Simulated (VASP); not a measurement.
Input of a VASP 6.6.1 run:

The input POSCAR:

```
TaTi3
1.0
    4.1330540000      0.0000000000      0.0000000000
    0.0000000000      4.1330540000      0.0000000000
    0.0000000000      0.0000000000      4.1330540000
Ti Ta
3 1
Direct
    0.0000000000      0.5000000000      0.5000000000
    0.5000000000      0.0000000000      0.5000000000
    0.5000000000      0.5000000000      0.0000000000
    0.0000000000      0.0000000000      0.0000000000
```

The input INCAR.step1:

```
SYSTEM = TaTi3
PREC = Accurate ; ENCUT = 520
ISMEAR = 1 ; SIGMA = 0.15
LREAL = .FALSE. ; LASPH = .TRUE.
NELM = 100 ; NBANDS = 32
GGA = PE ; ALGO = Normal
EDIFF = 1E-4 ; LWAVE = .TRUE.
LCHARG = .FALSE.
```

The input INCAR.step2:

```
SYSTEM = TaTi3
PREC = Accurate ; ENCUT = 520
EDIFF = 1E-6 ; ISMEAR = 1
SIGMA = 0.15 ; LREAL = .FALSE.
LASPH = .TRUE. ; NELM = 100
ALGO = Normal ; ISIF = 2
LWAVE = .FALSE. ; LCHARG = .FALSE.
METAGGA = R2SCAN ; LMIXTAU = .TRUE.
NBANDS = 32 ; ISTART = 1
```

The input KPOINTS:

```
regular mesh
0
G
  5 5 5
  0 0 0
```

Potentials or basis: VASP PAW PBE potentials, release 64 (Ti_sv, Ta_pv).

Command:

```console
$ cat potpaw_PBE.64/Ti_sv/POTCAR potpaw_PBE.64/Ta_pv/POTCAR > POTCAR
$ cp INCAR.step1 INCAR
$ mpirun -np 1 vasp_std > vasp.out
$ cp INCAR.step2 INCAR
$ mpirun -np 1 vasp_std > vasp.out
```

Predict the pressure.

-0.4 GPa.

Caveat: the PAW data sets were made with another functional, which shifts forces and pressure a little.
